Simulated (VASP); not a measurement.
# Al (P6_3/mmc) in VASP: notebook

Runs on Al. Level: PBEsol. Tasks: single point, relaxation of cell and atoms.

Everything below comes from runs of VASP 6.6.1. Logs are shortened: lines on timing, memory, paths and dates and some standing lists are left out, and cuts for length are marked.

### 1 The cell of the first run

It takes space group P6_3/mmc (No. 194, hexagonal). Conventional cell: a = 2.680 Å, b = 2.680 Å, c = 8.806 Å, α = 90.00°, β = 90.00°, γ = 120.00°. Al (site symmetry -3m) has 12 Al at 2.68 to 2.69 Å within 3.5 Å. Al (site symmetry -6m2) has 12 Al at 2.68 to 2.69 Å within 3.5 Å.

### 2 Single point, PBEsol

INCAR reads:

```
SYSTEM = Al
PREC = Accurate
ENCUT = 520
EDIFF = 1E-7
ISMEAR = 1
SIGMA = 0.1
LREAL = .FALSE.
LASPH = .TRUE.
NELM = 100
ALGO = Normal
ISIF = 2
LWAVE = .FALSE.
LCHARG = .FALSE.
GGA = PS
NBANDS = 14
```

KPOINTS reads:

```
Automatic mesh
0
G
  9 9 3
  0 0 0
```

POSCAR reads:

```
Al
1.0
    2.6797000081      0.0000000000      0.0000000000
   -1.3398500041      2.3206882816      0.0000000000
    0.0000000000      0.0000000000      8.8064901367
Al
4
Direct
    0.0000000000      0.0000000000      0.0000000000
    0.3333333333      0.6666666667      0.2500000000
    0.0000000000      0.0000000000      0.5000000000
    0.6666666667      0.3333333333      0.7500000000
```

Potentials or basis: VASP PAW PBE potentials, release 64 (Al).

On the command line:

```console
$ cat potpaw_PBE.64/Al/POTCAR > POTCAR
$ mpirun -np 1 vasp_std > vasp.out
```

OUTCAR:

```text
SYSTEM = Al
   PREC = Accurate
   ENCUT = 520
   EDIFF = 1E-7
   ISMEAR = 1
   LREAL = .FALSE.
   LASPH = .TRUE.
   NELM = 100
   ISIF = 2
   GGA = PS

 ion  position               nearest neighbor table
   1  0.000  0.000  0.000-   2 2.69   4 2.69   4 2.69   2 2.69   4 2.69   2 2.69
   2  0.333  0.667  0.250-   1 2.69   3 2.69   1 2.69   3 2.69   1 2.69   3 2.69
   3  0.000  0.000  0.500-   2 2.69   4 2.69   4 2.69   2 2.69   4 2.69   2 2.69
   4  0.667  0.333  0.750-   1 2.69   3 2.69   1 2.69   3 2.69   1 2.69   3 2.69

  LATTYP: Found a hexagonal cell.
 ALAT       =     2.6797000081
 C/A-ratio  =     3.2863716498

  Lattice vectors:

 A1 = (   2.6797000081,   0.0000000000,   0.0000000000)
 A2 = (  -1.3398500041,   2.3206882816,   0.0000000000)
 A3 = (   0.0000000000,   0.0000000000,   8.8064901367)

Analysis of symmetry for initial positions (statically):
=====================================================================
 Subroutine PRICEL returns:
 Original cell was already a primitive cell.

 Routine SETGRP: Setting up the symmetry group for a
 hexagonal supercell.

 Subroutine GETGRP returns: Found 24 space group operations
 (whereof 12 operations were pure point group operations)
 out of a pool of 24 trial point group operations.

The static configuration has the point symmetry D_3d.
 The point group associated with its full space group is D_6h.

Analysis of symmetry for dynamics (positions and initial velocities):
=====================================================================
 Subroutine PRICEL returns:
 Original cell was already a primitive cell.

 Routine SETGRP: Setting up the symmetry group for a
 hexagonal supercell.

 Subroutine GETGRP returns: Found 24 space group operations
 (whereof 12 operations were pure point group operations)
 out of a pool of 24 trial point group operations.

The dynamic configuration has the point symmetry D_3d.
 The point group associated with its full space group is D_6h.

 Subroutine INISYM returns: Found 24 space group operations
 (whereof 12 operations are pure point group operations),
 and found     1 'primitive' translations

----------------------------------------------------------------------------------------

                                     Primitive cell

  volume of cell :      54.7653

  direct lattice vectors                    reciprocal lattice vectors
     2.679700008  0.000000000  0.000000000     0.373176101  0.215453322  0.000000000
    -1.339850004  2.320688282  0.000000000     0.000000000  0.430906644  0.000000000
     0.000000000  0.000000000  8.806490137     0.000000000  0.000000000  0.113552617
[... 103 lines left out ...]
   EFERMI_NEDOS =   21; number of points for ismear=-14 and -15
   IALGO  =     38    algorithm
   IMIX   =      4    mixing-type and parameters
     AMIX     =   0.40;   BMIX     =  1.00
     AMIX_MAG =   1.60;   BMIX_MAG =  1.00
  volume/ion in A,a.u.               =      13.69        92.39
  Fermi-wavevector in a.u.,A,eV,Ry     =   0.986961  1.865086 13.253325  0.974092
  Thomas-Fermi vector in A             =   2.118380
   LORBIT       =      0    0 simple, 1 ext, 2 COOP (PROOUT), +10 PAW based schemes
   GGA     = PS    functional components
   LHFCALC =     F    Hartree Fock is set to
   AEXX    =    0.0000 exact exchange contribution
   IVDW    =     0    specifies the selected vdW correction
   LEPSILON=     F    determine dielectric tensor
   LRPA    =     F    only Hartree local field effects (RPA)
 non-spin polarized calculation
 Methfessel and Paxton  Order N= 1 SIGMA  =   0.10
  energy-cutoff  :      520.00
  volume of cell :       54.77
 maximum number of plane-waves:      1494
 NGX is ok and might be reduce to    20
   NGX =  9   NGY =  9   NGZ = 33

 number of electron      12.0000000 magnetization

 Free energy of the ion-electron system (eV)
  ---------------------------------------------------
  ext. energy  EPLUGINS =         0.00000000
  ---------------------------------------------------
  free energy    TOTEN  =       -15.76376789 eV

  energy without entropy =      -15.76342345  energy(sigma->0) =      -15.76365308

 E-fermi :   9.9329     XC(G=0): -10.9584

 val. band max:        9.8914917612   @ k =   0.3333   0.2222   0.3333
 cond. band min:      10.0223861700   @ k =   0.2222   0.2222   0.3333
 fundamental gap:      0.1308944087
 Fermi energy:         9.9328937327

 k-point     1 :       0.0000    0.0000    0.0000
  band No.  band energies     occupation
      1      -2.4465      2.00000
      2      -0.5651      2.00000
      3      -0.5468      2.00000
      4       4.6368      2.00000
      5       5.3033      2.00000
      6      13.7224      0.00000
      7      13.7397      0.00000
      8      22.1782      0.00000
      9      22.1782      0.00000
     10      22.2547      0.00000
     11      22.2547      0.00000
     12      23.1170      0.00000
     13      23.1214      0.00000
     14      23.1229      0.00000
[... 377 lines left out ...]
      1       6.4658      2.00000
      2       6.4658      2.00000
      3       6.4890      2.00000
      4       6.9329      2.00000
      5       7.1046      2.00000
      6       7.1046      2.00000
      7       9.3950      2.00000
      8       9.3950      2.00000
      9      10.1507     -0.00864
     10      11.5857     -0.00000
     11      11.8172     -0.00000
     12      11.8172     -0.00000
     13      16.1382      0.00000
     14      16.1382      0.00000

------------------------ aborting loop because EDIFF is reached ----------------------------------------

  FORCE on cell =-STRESS in cart. coord.  units (eV):
  Direction    XX          YY          ZZ          XY          YZ          ZX
  --------------------------------------------------------------------------------------
  -------------------------------------------------------------------------------------
  Total        6.8978975      6.8978975      6.8687856     -0.0000000     -0.0000000      0.0000000
  in kB      201.8001473    201.8001473    200.9484688     -0.0000000     -0.0000000      0.0000000
  external PRESSURE =     201.5162545 kB  Pullay stress =       0.0000000 kB

 VOLUME and BASIS-vectors are now :
 -----------------------------------------------------------------------------
  energy-cutoff  :      520.00
  volume of cell :       54.77
      direct lattice vectors                 reciprocal lattice vectors
     2.679700008  0.000000000  0.000000000     0.373176101  0.215453322  0.000000000
    -1.339850004  2.320688282  0.000000000     0.000000000  0.430906644  0.000000000
     0.000000000  0.000000000  8.806490137     0.000000000  0.000000000  0.113552617

 POSITION                                       TOTAL-FORCE (eV/Angst)
 -----------------------------------------------------------------------------------
      0.00000      0.00000      0.00000        -0.000000      0.000000      0.000000
     -0.00000      1.54713      2.20162         0.000000     -0.000000     -0.000000
      0.00000      0.00000      4.40325        -0.000000      0.000000      0.000000
      1.33985      0.77356      6.60487         0.000000      0.000000      0.000000
 -----------------------------------------------------------------------------------
    total drift:                               -0.000000      0.000000     -0.000000

  FREE ENERGIE OF THE ION-ELECTRON SYSTEM (eV)
  ---------------------------------------------------
  free  energy   TOTEN  =       -15.7637678889 eV

  energy  without entropy=      -15.7634234514  energy(sigma->0) =      -15.76365308
```

stdout:

```text
POSCAR found type information on POSCAR Al
 POSCAR found :  1 types and       4 ions
 scaLAPACK will be used
 -----------------------------------------------------------------------------
|                                                                             |
|                                                                             |
|     You enforced a specific xc type in the INCAR file but a different       |
|     I HOPE YOU KNOW WHAT YOU ARE DOING!                                     |
|                                                                             |
 -----------------------------------------------------------------------------

 LDA part: xc-table for (Slater+PW92), standard interpolation
 POSCAR, INCAR and KPOINTS ok, starting setup
 FFT: planning ... GRIDC
 FFT: planning ... GRID_SOFT
 FFT: planning ... GRID
 WAVECAR not read
 entering main loop
```

Wall time 9 s (1 thread of Intel Xeon 6975P-C (Granite Rapids), shared host); peak memory 0.15 GiB.

Results:

- Free energy: -15.7638 eV
- Pressure: 20.2 GPa
- Band gap on the k mesh: zero (band 6 reaches 14.20 eV, above the bottom of band 7 at 8.61 eV)

Levels at points of the mesh, in eV from the Fermi level:
| k point | band 3 | band 4 | band 5 | band 6 | band 7 | band 8 |
| --- | --- | --- | --- | --- | --- | --- |
| (0.00, 0.00, 0.00) | -10.48 | -5.30 | -4.63 | 3.79 | 3.81 | 12.25 |

Caveat: the PAW data sets were made with another functional, which shifts forces and pressure a little.

### 3 Single point, PBEsol

This run uses another cell than the first one, of 14.68 Å³/atom, 1.072 times its volume.

INCAR reads:

```
SYSTEM = Al
PREC = Accurate
ENCUT = 520
EDIFF = 1E-7
ISMEAR = 1
SIGMA = 0.1
LREAL = .FALSE.
LASPH = .TRUE.
NELM = 80
ALGO = Normal
ISIF = 2
LWAVE = .FALSE.
LCHARG = .TRUE.
GGA = PS
LELF = .TRUE.
LVHAR = .TRUE.
NBANDS = 14
```

KPOINTS is that of step 2.

POSCAR reads:

```
Al
1.0
    2.7403103580      0.0000000000      0.0000000000
   -1.3701551790      2.3731783842      0.0000000000
    0.0000000000      0.0000000000      9.0280662997
Al
4
Direct
    0.0000000000      0.0000000000      0.0000000000
    0.3333333333      0.6666666667      0.2500000000
    0.0000000000      0.0000000000      0.5000000000
    0.6666666667      0.3333333333      0.7500000000
```

Potentials or basis: VASP PAW PBE potentials, release 64 (Al).

On the command line:

```console
$ cat potpaw_PBE.64/Al/POTCAR > POTCAR
$ mpirun -np 1 vasp_std > vasp.out
```

Wall time 10 s (1 thread of Intel Xeon 6975P-C (Granite Rapids), shared host); peak memory 0.16 GiB.

Results (log left out):

| Item | Value |
| --- | --- |
| Free energy | -16.1288 eV |
| Pressure | 10.1 GPa |
| Band gap on the k mesh | zero (band 6 reaches 13.24 eV, above the bottom of band 7 at 7.84 eV) |

Stress tensor (GPa, compression positive):
```
10.16  0.00  0.00
 0.00 10.16  0.00
 0.00  0.00  9.94
```

Levels at points of the mesh, in eV from the Fermi level:
```tsv
k point	band 2	band 3	band 4	band 5	band 6	band 7	band 8	band 9
(0.00, 0.00, 0.00)	-10.09	-10.08	-5.04	-4.58	3.57	3.59	11.79	11.79
```

Caveat: the PAW data sets were made with another functional, which shifts forces and pressure a little.

### 4 Single point, PBEsol

This run uses another cell than the first one, of 15.36 Å³/atom, 1.122 times its volume.

INCAR reads:

```
SYSTEM = Al
ALGO = Normal
EDIFF = 1E-6
ENCUT = 520
GGA = PS
ISIF = 2
ISMEAR = 1
LASPH = .TRUE.
LCHARG = .FALSE.
LREAL = .FALSE.
LWAVE = .FALSE.
NBANDS = 14
NELM = 100
PREC = Accurate
SIGMA = 0.1
```

KPOINTS reads:

```
k-points
0
G
  9 9 3
  0 0 0
```

POSCAR reads:

```
Al
1.0
    2.7778080117      0.0000000000      0.0000000000
   -1.3889040058      2.4056523049      0.0000000000
    0.0000000000      0.0000000000      9.1915917015
Al
4
Direct
    0.0000000000      0.0000000000      0.0000000000
    0.3333333333      0.6666666667      0.2500000000
    0.0000000000      0.0000000000      0.5000000000
    0.6666666667      0.3333333333      0.7500000000
```

On the command line:

```console
$ cat potpaw_PBE.64/Al/POTCAR > POTCAR
$ mpirun -np 1 vasp_std > vasp.out
```

Run time: 7.8 s. Hardware: 1 thread of Intel Xeon 6975P-C (Granite Rapids), shared host; peak memory 0.18 GiB.

The run converged. Its results:

- Free energy: -16.2552 eV
- Pressure: 5.1 GPa
- Band gap on the k mesh: zero (band 6 reaches 12.60 eV, above the bottom of band 7 at 7.37 eV)

Levels at points of the mesh, in eV from the Fermi level:
```tsv
k point	band 3	band 4	band 5	band 6	band 7	band 8
(0.00, 0.00, 0.00)	-9.81	-4.88	-4.56	3.41	3.42	11.50
```

Caveat: the PAW data sets were made with another functional, which shifts forces and pressure a little.

### 5 Single point, PBEsol

This run uses another cell than the first one, of 16.22 Å³/atom, 1.184 times its volume.

INCAR reads:

```
SYSTEM = Al
ALGO     = Normal         ! electronic algorithm
EDIFF    = 1E-7           ! SCF threshold, eV
ENCUT    = 520            ! plane-wave cutoff, eV
GGA      = PS             ! functional
ISIF     = 2              ! what is computed and relaxed
ISMEAR   = 1              ! smearing method
LASPH    = .True.         ! aspherical terms in the spheres
LCHARG   = .False.        ! write CHGCAR
LREAL    = .False.        ! projectors in reciprocal space
LWAVE    = .False.        ! write WAVECAR
NBANDS   = 14             ! bands
NELM     = 60             ! most SCF steps
PREC     = Accurate       ! precision mode
SIGMA    = 0.1            ! smearing width, eV
```

KPOINTS reads:

```
k-points
0
Gamma
  9 9 3
  0 0 0
```

POSCAR reads:

```
Al
1.0
    2.8245049073      0.0000000000      0.0000000000
   -1.4122524536      2.4460930028      0.0000000000
    0.0000000000      0.0000000000      9.3884671839
Al
4
Direct
    0.0000000000      0.0000000000      0.0000000000
    0.3333333333      0.6666666667      0.2500000000
    0.0000000000      0.0000000000      0.5000000000
    0.6666666667      0.3333333333      0.7500000000
```

On the command line:

```console
$ cat potpaw_PBE.64/Al/POTCAR > POTCAR
$ mpirun -np 1 vasp_std > vasp.out
```

Run time: 10 s. Hardware: 1 thread of Intel Xeon 6975P-C (Granite Rapids), shared host; peak memory 0.18 GiB.

It converged, with:

| Property | Result |
| --- | --- |
| Free energy | -16.3089 eV |
| Pressure | 0.1 GPa |
| Band gap on the k mesh | zero (band 6 reaches 11.86 eV, above the bottom of band 7 at 6.83 eV) |

Levels at points of the mesh, in eV from the Fermi level:
| k point | band 2 | band 3 | band 4 | band 5 | band 6 | band 7 | band 8 | band 9 |
| --- | --- | --- | --- | --- | --- | --- | --- | --- |
| (0.00, 0.00, 0.00) | -9.50 | -9.49 | -4.67 | -4.53 | 3.23 | 3.24 | 11.15 | 11.15 |

Caveat: the PAW data sets were made with another functional, which shifts forces and pressure a little.

### 6 Relaxation of cell and atoms, PBEsol

This run uses another cell than the first one, of 15.90 Å³/atom, 1.161 times its volume.

INCAR reads:

```
PREC = Accurate ; ENCUT = 600
EDIFF = 1E-6 ; ISMEAR = 1
SIGMA = 0.1 ; LREAL = F
LASPH = T ; NELM = 60
ALGO = Normal ; ISIF = 3
LWAVE = F ; LCHARG = F
GGA = PS ; IBRION = 2
NSW = 50 ; EDIFFG = -0.03
```

KPOINTS reads:

```
regular mesh
0
Gamma
  9 9 3
```

POSCAR reads:

```
Al
1.0
    2.8270770200      0.0000000000      0.0000000000
   -1.4135385100      2.4483205200      0.0000000000
    0.0000000000      0.0000000000      9.1859930700
Al
4
Direct
    0.0000000000      0.0000000000      0.0000000000
    0.3333333318      0.6666666708      0.2500000003
    0.0000000000      0.0000000000      0.5000000005
    0.6666666717      0.3333333292      0.7499999997
```

Potentials or basis: VASP PAW PBE potentials, release 64 (Al).

On the command line:

```console
$ cat potpaw_PBE.64/Al/POTCAR > POTCAR
$ mpirun -np 1 vasp_std > vasp.out
```

Run time: 22 s. Hardware: 1 thread of Intel Xeon 6975P-C (Granite Rapids), shared host; peak memory 0.19 GiB.

It converged, with:

| Property | Result |
| --- | --- |
| Free energy | -16.3091 eV |
| Relaxed volume | 16.23 Å³/atom |
| Relaxed cell | a = 2.824 Å, b = 2.824 Å, c = 9.397 Å, α = 90.00°, β = 90.00°, γ = 120.00° |
| Space group after relaxing (to 0.05 Å) | P6_3/mmc (No. 194) |
| Energy gained by relaxing | 4.7 meV/atom |
| Ionic steps | 5 |
| Pressure after relaxing | 0.0 GPa |
| Band gap on the k mesh | zero (band 6 reaches 11.84 eV, above the bottom of band 7 at 6.82 eV) |

Stress tensor (GPa, compression positive):
```
 0.10  0.00  0.00
 0.00  0.10  0.00
 0.00  0.00 -0.07
```

The path:
| step | energy change (eV) | largest force (eV/Å) | pressure (GPa) | volume (Å³) |
| --- | --- | --- | --- | --- |
| 1 | 0.0000 | 0.0000 | 1.59 | 63.58 |
| 2 | -0.0181 | 0.0000 | -0.13 | 65.03 |
| 3 | -0.0183 | 0.0000 | -0.36 | 65.23 |
| 4 | -0.0183 | 0.0000 | -0.33 | 65.19 |
| 5 | -0.0188 | 0.0000 | 0.04 | 64.92 |

Final structure:
```
Al
1.0
     2.82441    0.00000    0.00000
    -1.41221    2.44601    0.00000
     0.00000    0.00000    9.39719
Al
4
Direct
  0.00000 0.00000 0.00000
  0.33333 0.66667 0.25000
  0.00000 0.00000 0.50000
  0.66667 0.33333 0.75000
```

Levels at points of the mesh, in eV from the Fermi level:
| k point | band 1 | band 2 | band 3 | band 4 | band 5 | band 6 | band 7 | band 8 | band 9 | band 10 |
| --- | --- | --- | --- | --- | --- | --- | --- | --- | --- | --- |
| (0.00, 0.00, 0.00) | -11.16 | -9.50 | -9.49 | -4.67 | -4.54 | 3.20 | 3.21 | 11.15 | 11.15 | 11.30 |

Caveat: the PAW data sets were made with another functional, which shifts forces and pressure a little.

### 7 Summary

| task | cell | cutoff (eV) | gap on the mesh (eV) | pressure (GPa) |
| --- | --- | --- | --- | --- |
| single point | a = 2.680, b = 2.680, c = 8.806 Å, angles 90.0, 90.0, 120.0°, 4 atoms | 520 | none | 20.2 |
| single point | a = 2.740, b = 2.740, c = 9.028 Å, angles 90.0, 90.0, 120.0°, 4 atoms | 520 | none | 10.1 |
| single point | a = 2.778, b = 2.778, c = 9.192 Å, angles 90.0, 90.0, 120.0°, 4 atoms | 520 | none | 5.1 |
| single point | a = 2.825, b = 2.825, c = 9.388 Å, angles 90.0, 90.0, 120.0°, 4 atoms | 520 | none | 0.1 |
| relaxation of cell and atoms | relaxed from a = 2.827, b = 2.827, c = 9.186 Å, angles 90.0, 90.0, 120.0°, 4 atoms | 600 | none | 0.0 |

Alike in all rows: level PBEsol; potentials or basis VASP PAW PBE potentials, release 64 (Al); no spin polarisation; k mesh 9 × 9 × 3; smearing methfessel-paxton 0.1 eV.

Caveats: the PAW data sets were made with another functional, which shifts forces and pressure a little.

Absolute energies hang on the potentials; compare differences alone.
